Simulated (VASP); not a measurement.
# TiO2 (P4_2/mnm) in VASP: a series of runs

TiO2 is run at these levels: PBE; tasks: single point, relaxation of cell and atoms.

All numbers are computed with VASP 6.6.1; they aren't measurements. Logs are shortened: lines on timing, memory, paths and dates and some standing lists are left out, and cuts for length are marked.

### 1 The cell of the first run

It takes space group P4_2/mnm (No. 136, tetragonal). Conventional cell: a = 4.643 Å, b = 4.643 Å, c = 2.964 Å, α = 90.00°, β = 90.00°, γ = 90.00°. Within 2.6 Å of Ti (site symmetry mmm) lie 6 O at 1.96 to 2.00 Å. O (site symmetry m2m) has 3 Ti at 1.96 to 2.00 Å and 1 O at 2.56 Å within 2.6 Å.

### 2 Single point, PBE

INCAR reads:

```
PREC = Accurate
ENCUT = 520
EDIFF = 1E-6
ISMEAR = 0
SIGMA = 0.02
LREAL = False
LASPH = True
NELM = 100
ALGO = Normal
ISIF = 2
LWAVE = False
LCHARG = True
GGA = PE
LELF = True
LVHAR = True
NBANDS = 33
```

KPOINTS reads:

```
regular mesh
0
Gamma
  6 6 10
```

POSCAR reads:

```
TiO2
1.0
    4.6433174299      0.0000000000      0.0000000000
    0.0000000000      4.6433174299      0.0000000000
    0.0000000000      0.0000000000      2.9638683160
Ti O
2 4
Direct
    0.5000000000      0.5000000000      0.0000000000
    0.0000000000      0.0000000000      0.5000000000
    0.6948714791      0.6948714791      0.5000000000
    0.8051285209      0.1948714791      0.0000000000
    0.1948714791      0.8051285209      0.0000000000
    0.3051285209      0.3051285209      0.5000000000
```

Potentials or basis: VASP PAW PBE potentials, release 64 (Ti_sv, O).

On the command line:

```sh
$ cat potpaw_PBE.64/Ti_sv/POTCAR potpaw_PBE.64/O/POTCAR > POTCAR
$ mpirun -np 1 vasp_std > vasp.out
```

OUTCAR:

```text
PREC = Accurate
   ENCUT = 520
   EDIFF = 1E-6
   ISMEAR = 0
   LREAL = False
   LASPH = True
   NELM = 100
   ISIF = 2
   GGA = PE

 ion  position               nearest neighbor table
   1  0.500  0.500  0.000-   3 1.96   6 1.96   3 1.96   6 1.96   5 2.00   4 2.00
   2  0.000  0.000  0.500-   4 1.96   5 1.96   4 1.96   5 1.96   3 2.00   6 2.00
   3  0.695  0.695  0.500-   1 1.96   1 1.96   2 2.00
   4  0.805  0.195  0.000-   2 1.96   2 1.96   1 2.00
   5  0.195  0.805  0.000-   2 1.96   2 1.96   1 2.00
   6  0.305  0.305  0.500-   1 1.96   1 1.96   2 2.00

  LATTYP: Found a simple tetragonal cell.
 ALAT       =     4.6433174299
 C/A-ratio  =     0.6383083562

  Lattice vectors:

 A1 = (   4.6433174299,   0.0000000000,   0.0000000000)
 A2 = (   0.0000000000,   4.6433174299,   0.0000000000)
 A3 = (   0.0000000000,   0.0000000000,   2.9638683160)

Analysis of symmetry for initial positions (statically):
=====================================================================
 Subroutine PRICEL returns:
 Original cell was already a primitive cell.

 Routine SETGRP: Setting up the symmetry group for a
 simple tetragonal supercell.

 Subroutine GETGRP returns: Found 16 space group operations
 (whereof  8 operations were pure point group operations)
 out of a pool of 16 trial point group operations.

The static configuration has the point symmetry D_2h.
 The point group associated with its full space group is D_4h.

Analysis of symmetry for dynamics (positions and initial velocities):
=====================================================================
 Subroutine PRICEL returns:
 Original cell was already a primitive cell.

 Routine SETGRP: Setting up the symmetry group for a
 simple tetragonal supercell.

 Subroutine GETGRP returns: Found 16 space group operations
 (whereof  8 operations were pure point group operations)
 out of a pool of 16 trial point group operations.

The dynamic configuration has the point symmetry D_2h.
 The point group associated with its full space group is D_4h.

 Subroutine INISYM returns: Found 16 space group operations
 (whereof  8 operations are pure point group operations),
 and found     1 'primitive' translations

----------------------------------------------------------------------------------------

                                     Primitive cell

  volume of cell :      63.9022

  direct lattice vectors                    reciprocal lattice vectors
     4.643317430  0.000000000  0.000000000     0.215363265  0.000000000  0.000000000
     0.000000000  4.643317430  0.000000000     0.000000000  0.215363265  0.000000000
     0.000000000  0.000000000  2.963868316     0.000000000  0.000000000  0.337396906

  length of vectors
     4.643317430  4.643317430  2.963868316     0.215363265  0.215363265  0.337396906

  position of ions in fractional coordinates (direct lattice)
     0.500000000  0.500000000  0.000000000
     0.000000000  0.000000000  0.500000000
     0.694871479  0.694871479  0.500000000
     0.805128521  0.194871479  0.000000000
     0.194871479  0.805128521  0.000000000
     0.305128521  0.305128521  0.500000000

  ion indices of the primitive-cell ions
   primitive index   ion index
                 1           1
                 2           2
                 3           3
                 4           4
                 5           5
                 6           6

----------------------------------------------------------------------------------------

 KPOINTS: regular mesh

Automatic generation of k-mesh.
 Grid dimensions read from file:
 generate k-points for:    6    6   10

 Generating k-lattice:

  Cartesian coordinates                     Fractional coordinates (reciprocal lattice)
     0.035893877  0.000000000  0.000000000     0.166666667  0.000000000  0.000000000
     0.000000000  0.035893877  0.000000000     0.000000000  0.166666667  0.000000000
     0.000000000  0.000000000  0.033739691     0.000000000  0.000000000  0.100000000

  Length of vectors
     0.035893877  0.035893877  0.033739691

  Shift w.r.t. Gamma in fractional coordinates (k-lattice)
     0.000000000  0.000000000  0.000000000

 Subroutine IBZKPT returns following result:
 ===========================================

 Found     60 irreducible k-points:

 Following reciprocal coordinates:
            Coordinates               Weight
  0.000000  0.000000  0.000000      1.000000
  0.166667  0.000000  0.000000      4.000000
  0.333333  0.000000  0.000000      4.000000
  0.500000  0.000000  0.000000      2.000000
  0.166667  0.166667  0.000000      4.000000
  0.333333  0.166667  0.000000      8.000000
[... 16 lines left out ...]
  0.333333  0.000000  0.200000      8.000000
  0.500000  0.000000  0.200000      4.000000
 [... further k-points ...]
   k-points           NKPTS =     60   k-points in BZ     NKDIM =     60   number of bands    NBANDS=     33
   number of dos      NEDOS =    301   number of ions     NIONS =      6
   total plane-waves  NPLWV =  31104
   dimension x,y,z NGX =    36 NGY =   36 NGZ =   24
   dimension x,y,z NGXF=    72 NGYF=   72 NGZF=   48
   ions per type =               2   4
   NGX,Y,Z   is equivalent  to a cutoff of  12.89, 12.89, 13.46 a.u.
   NGXF,Y,Z  is equivalent  to a cutoff of  25.78, 25.78, 26.92 a.u.
 SYSTEM =  unknown system
   PREC   = accura    normal or accurate (medium, high low for compatibility)
   ISTART =      0    job   : 0-new  1-cont  2-samecut
   ICHARG =      2    charge: 1-file 2-atom 10-const
   ISPIN  =      1    spin polarized calculation?
   LNONCOLLINEAR =      F non collinear calculations
   LSORBIT =      F    spin-orbit coupling
   LASPH  =      T    aspherical Exc in radial PAW
   ENCUT  =  520.0 eV  38.22 Ry    6.18 a.u.   8.63  8.63  5.51*2*pi/ulx,y,z
   NELM   =    100;   NELMIN=  2; NELMDL= -5     # of ELM steps
   EDIFF  = 0.1E-05   stopping-criterion for ELM
   LREAL  =      F    real-space projection
   EDIFFG = 0.1E-04   stopping-criterion for IOM
   NSW    =      0    number of steps for IOM
   IBRION =     -1    ionic relax: 0-MD 1-quasi-New 2-CG
   NFREE  =      0    steps in history (QN), initial steepest desc. (CG)
   ISIF   =      2    stress and relaxation
   ISYM   =      2    0-nonsym 1-usesym 2-fastsym
   POTIM  = 0.5000    time-step for ionic-motion
   TEBEG  =    0.0;   TEEND  =   0.0 temperature during run
   PSTRESS=    0.0 pullay stress
   NELECT =      48.0000    total number of electrons
   NUPDOWN=      -1.0000    fix difference up-down
   EMIN   =  10.00;   EMAX   =-10.00  energy-range for DOS
   EFERMI =   0.00;   METHOD = LEGACY
   ISMEAR =     0;   SIGMA  =   0.02  broadening in eV -4-tet -1-fermi 0-gaus
   EFERMI_NEDOS =   21; number of points for ismear=-14 and -15
   IALGO  =     38    algorithm
   IMIX   =      4    mixing-type and parameters
     AMIX     =   0.40;   BMIX     =  1.00
     AMIX_MAG =   1.60;   BMIX_MAG =  1.00
  volume/ion in A,a.u.               =      10.65        71.87
  Fermi-wavevector in a.u.,A,eV,Ry     =   1.488161  2.812217 30.131792  2.214624
  Thomas-Fermi vector in A             =   2.601231
   LORBIT       =      0    0 simple, 1 ext, 2 COOP (PROOUT), +10 PAW based schemes
   GGA     = PE    functional components
   LHFCALC =     F    Hartree Fock is set to
   AEXX    =    0.0000 exact exchange contribution
   IVDW    =     0    specifies the selected vdW correction
   LEPSILON=     F    determine dielectric tensor
   LRPA    =     F    only Hartree local field effects (RPA)
 non-spin polarized calculation
 Gauss-broadening in eV      SIGMA  =   0.02
  energy-cutoff  :      520.00
  volume of cell :       63.90
 maximum number of plane-waves:      1748
 NGX is ok and might be reduce to    36
   NGX = 17   NGY = 17   NGZ = 11

 number of electron      48.0000021 magnetization

 Free energy of the ion-electron system (eV)
  ---------------------------------------------------
  ext. energy  EPLUGINS =         0.00000000
  ---------------------------------------------------
  free energy    TOTEN  =       -53.67621797 eV

  energy without entropy =      -53.67621797  energy(sigma->0) =      -53.67621797

 E-fermi :   4.6970     XC(G=0): -11.2846

 val. band max:        4.5767681115   @ k =   0.0000   0.0000   0.0000
 cond. band min:       6.4120868044   @ k =   0.0000   0.0000   0.0000
 fundamental gap:      1.8353186929
 Fermi energy:         4.6969955922

 k-point     1 :       0.0000    0.0000    0.0000
  band No.  band energies     occupation
      1     -52.3821      2.00000
      2     -52.3673      2.00000
      3     -28.6689      2.00000
      4     -28.6689      2.00000
      5     -28.5190      2.00000
      6     -28.5190      2.00000
[... 25 lines left out ...]
     32      11.0480      0.00000
     33      11.0491      0.00000

 k-point     2 :       0.1667    0.0000    0.0000
  band No.  band energies     occupation
      1     -52.3811      2.00000
      2     -52.3683      2.00000
      3     -28.6612      2.00000
      4     -28.6605      2.00000
      5     -28.5284      2.00000
      6     -28.5277      2.00000
[... 25 lines left out ...]
     32      10.9622      0.00000
     33      10.9799      0.00000

 k-point     3 :       0.3333    0.0000    0.0000
  band No.  band energies     occupation
      1     -52.3784      2.00000
      2     -52.3709      2.00000
      3     -28.6408      2.00000
      4     -28.6391      2.00000
      5     -28.5514      2.00000
      6     -28.5497      2.00000
[... 25 lines left out ...]
     32      10.7911      0.00000
     33      10.8252      0.00000

 k-point     4 :       0.5000    0.0000    0.0000
  band No.  band energies     occupation
      1     -52.3746      2.00000
      2     -52.3746      2.00000
      3     -28.6239      2.00000
      4     -28.6239      2.00000
      5     -28.5675      2.00000
      6     -28.5675      2.00000
[... 673 lines left out ...]
     32      10.3501      0.00000
     33      10.5647      0.00000

 k-point    23 :       0.3333    0.0000    0.2000
  band No.  band energies     occupation
      1     -52.3643      2.00000
      2     -52.3583      2.00000
      3     -28.6393      2.00000
      4     -28.6209      2.00000
      5     -28.6026      2.00000
      6     -28.5899      2.00000
[... 25 lines left out ...]
     32       9.9607      0.00000
     33      10.5653      0.00000

 k-point    24 :       0.5000    0.0000    0.2000
  band No.  band energies     occupation
      1     -52.3613      2.00000
      2     -52.3613      2.00000
      3     -28.6319      2.00000
      4     -28.6319      2.00000
      5     -28.5862      2.00000
      6     -28.5862      2.00000
[... 25 lines left out ...]
     32       9.7625      0.00000
     33      10.9150      0.00000

 [... further k-points ...]
[... 5 lines left out ...]
  --------------------------------------------------------------------------------------
  -------------------------------------------------------------------------------------
  Total        0.2211860      0.2211860      0.3513343      0.0000000      0.0000000      0.0000000
  in kB        5.5456503      5.5456503      8.8087746      0.0000000      0.0000000      0.0000000
  external PRESSURE =       6.6333584 kB  Pullay stress =       0.0000000 kB

 VOLUME and BASIS-vectors are now :
 -----------------------------------------------------------------------------
  energy-cutoff  :      520.00
  volume of cell :       63.90
      direct lattice vectors                 reciprocal lattice vectors
     4.643317430  0.000000000  0.000000000     0.215363265  0.000000000  0.000000000
     0.000000000  4.643317430  0.000000000     0.000000000  0.215363265  0.000000000
     0.000000000  0.000000000  2.963868316     0.000000000  0.000000000  0.337396906

 POSITION                                       TOTAL-FORCE (eV/Angst)
 -----------------------------------------------------------------------------------
      2.32166      2.32166      0.00000         0.000000      0.000000     -0.000000
      0.00000      0.00000      1.48193         0.000000      0.000000     -0.000000
      3.22651      3.22651      1.48193         0.020345      0.020345     -0.000000
      3.73847      0.90485      0.00000        -0.020345      0.020345     -0.000000
      0.90485      3.73847      0.00000         0.020345     -0.020345     -0.000000
      1.41681      1.41681      1.48193        -0.020345     -0.020345      0.000000
 -----------------------------------------------------------------------------------
    total drift:                               -0.000000      0.000000      0.000000

  FREE ENERGIE OF THE ION-ELECTRON SYSTEM (eV)
  ---------------------------------------------------
  free  energy   TOTEN  =       -53.6762179650 eV

  energy  without entropy=      -53.6762179650  energy(sigma->0) =      -53.67621797
```

Wall time 3.2 min (1 thread of AMD EPYC 7R43 (Zen 3), shared host); peak memory 0.2 GiB.

What came out:

* Free energy: -53.6762 eV
* Pressure: 0.7 GPa
* Largest force: 0.029 eV/Å
* Band gap on the k mesh: 1.84 eV, direct

Forces in eV/Å, atoms in the order of the input:
```
Ti   0.000  0.000  0.000
Ti   0.000  0.000  0.000
O    0.020  0.020  0.000
O   -0.020  0.020  0.000
O    0.020 -0.020  0.000
O   -0.020 -0.020  0.000
```

Levels at points of the mesh, in eV from the valence-band top:
| k point | band 21 | band 22 | band 23 | band 24 | band 25 | band 26 | band 27 | band 28 |
| --- | --- | --- | --- | --- | --- | --- | --- | --- |
| (0.00, 0.00, 0.00) | -0.67 | -0.43 | -0.43 | 0.00 | 1.84 | 2.12 | 2.39 | 2.47 |
| (0.50, 0.00, 0.00) | -1.55 | -1.55 | -0.71 | -0.71 | 2.48 | 2.48 | 2.95 | 2.95 |
| (0.50, 0.50, 0.00) | -1.24 | -1.24 | -1.04 | -1.04 | 1.87 | 1.87 | 2.48 | 2.48 |
| (0.00, 0.00, 0.50) | -2.23 | -2.23 | -1.40 | -1.40 | 2.88 | 2.88 | 3.14 | 3.14 |
| (0.50, 0.00, 0.50) | -1.99 | -1.99 | -0.98 | -0.98 | 1.88 | 1.88 | 3.16 | 3.16 |
| (0.50, 0.50, 0.50) | -1.21 | -1.21 | -0.67 | -0.67 | 2.53 | 2.53 | 3.15 | 3.15 |

A k mesh can miss the band edges. A hybrid or GW would open this gap; PBE tends to underestimate it.

### 3 Relaxation of cell and atoms, PBE

This run uses another cell than the first one, of 10.44 Å³/atom, 0.980 times its volume.

INCAR reads:

```
SYSTEM = TiO2
ALGO     = Normal         ! electronic algorithm
EDIFF    = 1E-6           ! SCF threshold, eV
EDIFFG   = -0.005         ! ionic threshold
ENCUT    = 600            ! plane-wave cutoff, eV
GGA      = PE             ! functional
IBRION   = 2              ! ionic algorithm
ISIF     = 3              ! what is computed and relaxed
ISMEAR   = 0              ! smearing method
LASPH    = .TRUE.         ! aspherical terms in the spheres
LCHARG   = .FALSE.        ! write CHGCAR
LREAL    = .FALSE.        ! projectors in reciprocal space
LWAVE    = .FALSE.        ! write WAVECAR
NELM     = 80             ! most SCF steps
NSW      = 100            ! ionic steps
PREC     = Accurate       ! precision mode
SIGMA    = 0.02           ! smearing width, eV
```

KPOINTS reads:

```
k-points
0
G
  6 6 10
  0 0 0
```

POSCAR reads:

```
TiO2
1.0
    4.5998373239      0.0000000000      0.0000000000
    0.0000000000      4.5998373239      0.0000000000
    0.0000000000      0.0000000000      2.9592135600
Ti O
2 4
Direct
    0.5000000000      0.5000000000      0.0000000000
    0.0000000000      0.0000000000      0.5000000000
    0.6956786800      0.6956786800      0.5000000000
    0.8043213200      0.1956786800      0.0000000000
    0.1956786800      0.8043213200      0.0000000000
    0.3043213200      0.3043213200      0.5000000000
```

Potentials or basis: VASP PAW PBE potentials, release 64 (Ti_sv, O).

On the command line:

```sh
$ cat potpaw_PBE.64/Ti_sv/POTCAR potpaw_PBE.64/O/POTCAR > POTCAR
$ mpirun -np 1 vasp_std > vasp.out
```

It took 9.4 min on 1 thread of AMD EPYC 7R43 (Zen 3), shared host; peak memory 0.22 GiB.

The run converged. Its results:

```
Free energy                            : -53.6813 eV
Relaxed volume                         : 10.67 Å³/atom
Relaxed cell                           : a = 4.645 Å, b = 4.645 Å, c = 2.967 Å, α = 90.00°, β = 90.00°, γ = 90.00°
Space group after relaxing (to 0.05 Å) : P4_2/mnm (No. 136)
Energy gained by relaxing              : 3.4 meV/atom
Ionic steps                            : 5
Pressure after relaxing                : 0.0 GPa
Largest force after relaxing           : 0.005 eV/Å
Band gap on the k mesh                 : 1.83 eV, direct
```

Forces on the atoms (eV/Å):
```
Ti   0.000  0.000  0.000
Ti   0.000  0.000  0.000
O    0.004  0.004  0.000
O   -0.004  0.004  0.000
O    0.004 -0.004  0.000
O   -0.004 -0.004  0.000
```

Step by step:
| step | energy change (eV) | largest force (eV/Å) | pressure (GPa) | volume (Å³) |
| --- | --- | --- | --- | --- |
| 1 | 0.0000 | 0.0197 | 4.69 | 62.61 |
| 2 | 0.0068 | 0.1945 | -5.08 | 65.42 |
| 3 | -0.0183 | 0.0810 | -0.02 | 63.88 |
| 4 | -0.0201 | 0.0223 | 0.02 | 63.97 |
| 5 | -0.0203 | 0.0050 | 0.04 | 64.01 |

Final structure:
```yaml
crystal:
  lattice:
    - [4.64479, 0.00000, 0.00000]
    - [0.00000, 4.64479, 0.00000]
    - [0.00000, 0.00000, 2.96689]
  atoms:
    - { symbol: Ti, position: [0.50000, 0.50000, 0.00000] }
    - { symbol: Ti, position: [0.00000, 0.00000, 0.50000] }
    - { symbol: O, position: [0.69498, 0.69498, 0.50000] }
    - { symbol: O, position: [0.80502, 0.19498, 0.00000] }
    - { symbol: O, position: [0.19498, 0.80502, 0.00000] }
    - { symbol: O, position: [0.30502, 0.30502, 0.50000] }
```

Levels at points of the mesh, in eV from the valence-band top:
```tsv
k point	band 21	band 22	band 23	band 24	band 25	band 26	band 27	band 28
(0.00, 0.00, 0.00)	-0.67	-0.43	-0.43	0.00	1.83	2.11	2.38	2.45
(0.50, 0.00, 0.00)	-1.56	-1.56	-0.71	-0.71	2.47	2.47	2.94	2.94
(0.50, 0.50, 0.00)	-1.25	-1.25	-1.04	-1.04	1.86	1.86	2.47	2.47
(0.00, 0.00, 0.50)	-2.23	-2.23	-1.40	-1.40	2.87	2.87	3.13	3.13
(0.50, 0.00, 0.50)	-1.98	-1.98	-0.99	-0.99	1.87	1.87	3.15	3.15
(0.50, 0.50, 0.50)	-1.21	-1.21	-0.67	-0.67	2.52	2.52	3.14	3.14
```

### 4 Single point, PBE

INCAR reads:

```
PREC = Accurate
ENCUT = 520
EDIFF = 1E-6
ISMEAR = 0
SIGMA = 0.02
LREAL = False
LASPH = True
NELM = 100
ALGO = Normal
ISIF = 2
LWAVE = False
LCHARG = True
GGA = PE
LELF = True
LVHAR = True
NBANDS = 33
```

KPOINTS reads:

```
regular mesh
0
Gamma
  6 6 10
```

POSCAR reads:

```
TiO2
1.0
    4.6433174629      0.0000000000      0.0000000000
    0.0000000000      4.6433174629      0.0000000000
    0.0000000000      0.0000000000      2.9638682771
Ti O
2 4
Direct
    0.5000000000      0.5000000000      0.0000000000
    0.0000000000      0.0000000000      0.5000000000
    0.6948714801      0.6948714801      0.5000000000
    0.8051285199      0.1948714801      0.0000000000
    0.1948714801      0.8051285199      0.0000000000
    0.3051285199      0.3051285199      0.5000000000
```

On the command line:

```sh
$ cat potpaw_PBE.64/Ti_sv/POTCAR potpaw_PBE.64/O/POTCAR > POTCAR
$ mpirun -np 1 vasp_std > vasp.out
```

Run time: 1.7 min. Hardware: 1 thread of Intel Xeon Platinum 8259CL at 2.50GHz (Skylake/Cascade Lake), shared host; peak memory 0.23 GiB.

Results (log left out):

```
Free energy            : -53.6762 eV
Pressure               : 0.7 GPa
Largest force          : 0.029 eV/Å
Band gap on the k mesh : 1.84 eV, direct
```

Forces on the atoms (eV/Å):
```
Ti   0.000  0.000  0.000
Ti   0.000  0.000  0.000
O    0.020  0.020  0.000
O   -0.020  0.020  0.000
O    0.020 -0.020  0.000
O   -0.020 -0.020  0.000
```

Stress tensor (GPa, compression positive):
```
0.55 0.00 0.00
0.00 0.55 0.00
0.00 0.00 0.88
```

Levels at points of the mesh, in eV from the valence-band top:
```tsv
k point	band 21	band 22	band 23	band 24	band 25	band 26	band 27	band 28
(0.00, 0.00, 0.00)	-0.67	-0.43	-0.43	0.00	1.84	2.12	2.39	2.47
(0.50, 0.00, 0.00)	-1.55	-1.55	-0.71	-0.71	2.48	2.48	2.95	2.95
(0.50, 0.50, 0.00)	-1.24	-1.24	-1.04	-1.04	1.87	1.87	2.48	2.48
(0.00, 0.00, 0.50)	-2.23	-2.23	-1.40	-1.40	2.88	2.88	3.14	3.14
(0.50, 0.00, 0.50)	-1.99	-1.99	-0.98	-0.98	1.88	1.88	3.16	3.16
(0.50, 0.50, 0.50)	-1.21	-1.21	-0.67	-0.67	2.53	2.53	3.15	3.15
```
